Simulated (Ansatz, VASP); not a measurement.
# One calculation of GaSb, two programs

```
Ga Sb
1.0
     0.00000    3.10806    3.10806
     3.10806    0.00000    3.10806
     3.10806    3.10806    0.00000
Ga Sb
1 1
Direct
  0.00000 0.00000 0.00000
  0.25000 0.25000 0.25000
```

Alike in both runs: task single point; functional PBE; k mesh 9 × 9 × 9; occupations fermi-dirac, width 0.08 eV; no spin polarisation.

```csv
,VASP,Ansatz
version,VASP 6.6.1,Ansatz 0.2.0
potentials or method,"VASP PAW PBE potentials, release 64 (Ga_d, Sb), cutoff 520 eV","all-electron LAPW, non-relativistic"
```

```tsv
	VASP	Ansatz	Ansatz less VASP
pressure (GPa)	0.0	0.3	+0.26
```

Ansatz ran all-electron here, and VASP with PAW potentials.

Neither program's run includes spin-orbit coupling.
